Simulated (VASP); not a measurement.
# SnO2 (rutile type) (P4_2/mnm) in VASP: further runs, part 2 of 2

VASP 6.6.1. The steps go on from the part before.

### 3 Density of states, LDA

This run uses another cell than the first one, of 11.86 Å³/atom, 1.389 times its volume.

POSCAR

```
SnO2
1.0
    4.7220244167      0.0000000000      0.0000000000
    0.0000000000      4.7220244167      0.0000000000
    0.0000000000      0.0000000000      3.1904164117
Sn O
2 4
Direct
    0.0000000000      0.0000000000      0.0000000000
    0.5000000000      0.5000000000      0.5000000000
    0.3060675151      0.3060675151      0.0000000000
    0.6939324849      0.6939324849      0.0000000000
    0.8060675151      0.1939324849      0.5000000000
    0.1939324849      0.8060675151      0.5000000000
```

INCAR.step1

```
SYSTEM = SnO2
ALGO = Normal ; EDIFF = 1E-7
ENCUT = 520 ; ISIF = 2
ISMEAR = -1 ; LASPH = .True.
LCHARG = .True. ; LREAL = .False.
LWAVE = .False. ; NBANDS = 35
NELM = 100 ; PREC = Accurate
SIGMA = 0.08
```

KPOINTS.step1

```
k-points
0
Gamma
  8 8 11
  0 0 0
```

INCAR.step2

```
SYSTEM = SnO2
ALGO = Normal ; EDIFF = 1E-7
ENCUT = 520 ; ICHARG = 11
ISIF = 2 ; ISMEAR = -5
LASPH = .True. ; LCHARG = .False.
LORBIT = 11 ; LREAL = .False.
LWAVE = .False. ; NEDOS = 1001
NELM = 100 ; PREC = Accurate
SIGMA = 0.08
```

KPOINTS.step2

```
k-points
0
Gamma
  12 12 17
  0 0 0
```

Potentials or basis: VASP PAW LDA potentials, release 64 (Sn_d, O).

Run with:

```console
cat potpaw_LDA.64/Sn_d/POTCAR potpaw_LDA.64/O/POTCAR > POTCAR
cp INCAR.step1 INCAR
cp KPOINTS.step1 KPOINTS
mpirun -np 1 vasp_std > vasp.out
cp INCAR.step2 INCAR
cp KPOINTS.step2 KPOINTS
mpirun -np 1 vasp_std > vasp.out
```

OUTCAR:

```text
SYSTEM = SnO2
   EDIFF = 1E-7
   ENCUT = 520
   ICHARG = 11
   ISIF = 2
   ISMEAR = -5
   LASPH = .True.
   LORBIT = 11
   LREAL = .False.
   NELM = 100
   PREC = Accurate

 ion  position               nearest neighbor table
   1  0.000  0.000  0.000-   3 2.04   4 2.04   5 2.05   6 2.05   5 2.05   6 2.05   2 3.70   2 3.70
                             2 3.70   2 3.70   2 3.70   2 3.70   2 3.70   2 3.70
   2  0.500  0.500  0.500-   5 2.04   6 2.04   3 2.05   4 2.05   3 2.05   4 2.05   1 3.70   1 3.70
                             1 3.70   1 3.70   1 3.70   1 3.70   1 3.70   1 3.70
   3  0.306  0.306  0.000-   1 2.04   2 2.05   2 2.05
   4  0.694  0.694  0.000-   1 2.04   2 2.05   2 2.05
   5  0.806  0.194  0.500-   2 2.04   1 2.05   1 2.05
   6  0.194  0.806  0.500-   2 2.04   1 2.05   1 2.05

  LATTYP: Found a simple tetragonal cell.
 ALAT       =     4.7220244167
 C/A-ratio  =     0.6756458947

  Lattice vectors:

 A1 = (   4.7220244167,   0.0000000000,   0.0000000000)
 A2 = (   0.0000000000,   4.7220244167,   0.0000000000)
 A3 = (   0.0000000000,   0.0000000000,   3.1904164117)

Analysis of symmetry for initial positions (statically):
=====================================================================
 Subroutine PRICEL returns:
 Original cell was already a primitive cell.

 Routine SETGRP: Setting up the symmetry group for a
 simple tetragonal supercell.

 Subroutine GETGRP returns: Found 16 space group operations
 (whereof  8 operations were pure point group operations)
 out of a pool of 16 trial point group operations.

The static configuration has the point symmetry D_2h.
 The point group associated with its full space group is D_4h.

Analysis of symmetry for dynamics (positions and initial velocities):
=====================================================================
 Subroutine PRICEL returns:
 Original cell was already a primitive cell.

 Routine SETGRP: Setting up the symmetry group for a
 simple tetragonal supercell.

[... 148 lines left out ...]
  energy-cutoff  :      520.00
  volume of cell :       71.14
 maximum number of plane-waves:      1944
 NGX is ok and might be reduce to    36

 number of electron      51.9999987 magnetization

 Free energy of the ion-electron system (eV)
  ---------------------------------------------------
  ext. energy  EPLUGINS =         0.00000000
  ---------------------------------------------------
  free energy    TOTEN  =       -42.28156386 eV

  energy without entropy =      -42.28156386  energy(sigma->0) =      -42.28156386

 E-fermi :   5.9605     XC(G=0): -11.8318

 val. band max:        5.9360502338   @ k =   0.0000   0.0000   0.0000
 cond. band min:       7.1336161489   @ k =   0.0000   0.0000   0.0000
 fundamental gap:      1.1975659152
 Fermi energy:         5.9605472632

 k-point     1 :       0.0000    0.0000    0.0000
  band No.  band energies     occupation
      1     -15.0910      2.00000
      2     -14.3027      2.00000
      3     -14.0207      2.00000
      4     -14.0207      2.00000
      5     -14.0175      2.00000
      6     -13.9325      2.00000
[... 805 lines left out ...]
     30      13.1397      0.00000
     31      16.5675      0.00000

 [... further k-points ...]

------------------------ aborting loop because EDIFF is reached ----------------------------------------

  FORCE on cell =-STRESS in cart. coord.  units (eV):
  Direction    XX          YY          ZZ          XY          YZ          ZX
  --------------------------------------------------------------------------------------
  -------------------------------------------------------------------------------------
  Total        0.4229638      0.4229638      0.6202847      0.0000000      0.0000000      0.0000000
  in kB        9.5259858      9.5259858     13.9700455      0.0000000      0.0000000      0.0000000
  external PRESSURE =      11.0073390 kB  Pullay stress =       0.0000000 kB

 VOLUME and BASIS-vectors are now :
 -----------------------------------------------------------------------------
  energy-cutoff  :      520.00
  volume of cell :       71.14
      direct lattice vectors                 reciprocal lattice vectors
     4.722024417  0.000000000  0.000000000     0.211773577  0.000000000  0.000000000
     0.000000000  4.722024417  0.000000000     0.000000000  0.211773577  0.000000000
     0.000000000  0.000000000  3.190416412     0.000000000  0.000000000  0.313438709

 POSITION                                       TOTAL-FORCE (eV/Angst)
 -----------------------------------------------------------------------------------
      0.00000      0.00000      0.00000         0.000000      0.000000      0.000000
      2.36101      2.36101      1.59521         0.000000      0.000000      0.000000
      1.44526      1.44526      0.00000        -0.014459     -0.014459     -0.000000
      3.27677      3.27677      0.00000         0.014459      0.014459      0.000000
      3.80627      0.91575      1.59521        -0.014459      0.014459      0.000000
      0.91575      3.80627      1.59521         0.014459     -0.014459      0.000000
 -----------------------------------------------------------------------------------
    total drift:                                0.000000      0.000000      0.000000

  FREE ENERGIE OF THE ION-ELECTRON SYSTEM (eV)
  ---------------------------------------------------
  free  energy   TOTEN  =       -42.2815638623 eV

  energy  without entropy=      -42.2815638623  energy(sigma->0) =      -42.28156386

 total charge

# of ion       s       p       d       tot
------------------------------------------
    1        0.894   1.132  10.395  12.421
    2        0.894   1.132  10.395  12.421
    3        1.549   3.497   0.000   5.046
    4        1.549   3.497   0.000   5.046
    5        1.549   3.497   0.000   5.046
    6        1.549   3.497   0.000   5.046
--------------------------------------------------
tot          7.985  16.252  20.790  45.026
```

OSZICAR.step1:

```text
N       E                     dE             d eps       ncg     rms          rms(c)
DAV:   1     0.630383368285E+03    0.63038E+03   -0.25633E+04  7034   0.234E+03
DAV:   2     0.518226667996E+02   -0.57856E+03   -0.54575E+03  6740   0.613E+02
DAV:   3    -0.434086055264E+02   -0.95231E+02   -0.93356E+02  6858   0.208E+02
DAV:   4    -0.483278213851E+02   -0.49192E+01   -0.48844E+01  7949   0.508E+01
DAV:   5    -0.484581582035E+02   -0.13034E+00   -0.13015E+00  7941   0.874E+00    0.159E+01
DAV:   6    -0.423457072633E+02    0.61125E+01   -0.16831E+01 10111   0.646E+01    0.642E+00
DAV:   7    -0.423737810172E+02   -0.28074E-01   -0.19786E+00  7195   0.792E+00    0.320E+00
DAV:   8    -0.422944218505E+02    0.79359E-01   -0.21244E-01  9838   0.427E+00    0.726E-01
DAV:   9    -0.422797197398E+02    0.14702E-01   -0.33060E-02 10474   0.305E+00    0.130E-01
DAV:  10    -0.422798300768E+02   -0.11034E-03   -0.33745E-03  8364   0.470E-01    0.498E-02
DAV:  11    -0.422798444096E+02   -0.14333E-04   -0.14036E-04 10167   0.130E-01    0.213E-02
DAV:  12    -0.422798474389E+02   -0.30293E-05   -0.14466E-05  7495   0.263E-02    0.136E-02
DAV:  13    -0.422798447106E+02    0.27283E-05   -0.89368E-06  9170   0.435E-02    0.156E-03
DAV:  14    -0.422798447942E+02   -0.83632E-07   -0.93979E-07  8705   0.789E-03
   1 F= -.42279845E+02 E0= -.42279841E+02  d E =-.662729E-05
```

Wall time 12 min (1 thread of Oxide Virtual Turin-like, shared host); peak memory 0.46 GiB.

What came out:

```
Valence electrons inside the program's atomic spheres : Sn 12.42; O 5.05
```

Levels at points of the mesh, in eV from the valence-band top:
```tsv
k point	band 24	band 25	band 26	band 27	band 28	band 29
(0.00, 0.00, 0.00)	-0.81	-0.81	0.00	1.20	5.96	6.08
(0.50, 0.00, 0.00)	-1.24	-0.65	-0.65	4.36	4.36	6.83
(0.50, 0.50, 0.00)	-1.36	-0.92	-0.92	4.74	4.74	7.33
```

Caveat: spin-orbit coupling is left out, which moves the levels of the heavy elements.
